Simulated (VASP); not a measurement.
Set up this calculation in VASP 6.6.1, as the native input.

* Task: single point
* Functional: PBEsol
* Potentials or basis: VASP PAW PBE potentials, release 64 (Al, N)
* Cutoff: 520 eV
* k mesh: 9 × 9 × 6
* Occupations: gaussian, width 0.05 eV
* Spin: no spin polarisation
* Dipole correction: no
* Further INCAR settings: ALGO = Normal; EDIFF = 1e-06; NBANDS = 16

The structure of AlN lies in POSCAR:

```
AlN
1.0
    3.1110021516      0.0000000000      0.0000000000
   -1.5555010758      2.6942068945      0.0000000000
    0.0000000000      0.0000000000      4.9780000000
Al N
2 2
Direct
    0.3333333333      0.6666666667      0.0000000000
    0.6666666667      0.3333333333      0.5000000000
    0.3333333333      0.6666666667      0.3850000000
    0.6666666667      0.3333333333      0.8850000000
```

The input as run:

INCAR

```
ALGO     = Normal         # electronic algorithm
EDIFF    = 1E-6           # SCF threshold, eV
ENCUT    = 520            # plane-wave cutoff, eV
GGA      = PS             # functional
ISIF     = 2              # what is computed and relaxed
ISMEAR   = 0              # smearing method
LASPH    = True           # aspherical terms in the spheres
LCHARG   = True           # write CHGCAR
LELF     = True           # ELF
LREAL    = False          # projectors in reciprocal space
LVHAR    = True         
LWAVE    = False          # write WAVECAR
NBANDS   = 16             # bands
NELM     = 80             # most SCF steps
PREC     = Accurate       # precision mode
SIGMA    = 0.05           # smearing width, eV
```

KPOINTS

```
k-points
0
Gamma
  9 9 6
```

Potentials or basis: VASP PAW PBE potentials, release 64 (Al, N).

Run with:

```console
$ cat potpaw_PBE.64/Al/POTCAR potpaw_PBE.64/N/POTCAR > POTCAR
$ mpirun -np 1 vasp_std > vasp.out
```

Results of the run:

```yaml
Pressure: 0.5 GPa
Largest_force: 0.178 eV/Å
Band_gap_on_the_k_mesh: 4.09 eV, direct
```

Caveat: the PAW data sets were made with another functional, which shifts forces and pressure a little.

It took 55 s on 1 thread of AMD EPYC 7R13, with other jobs on the host, peak memory 0.14 GiB.
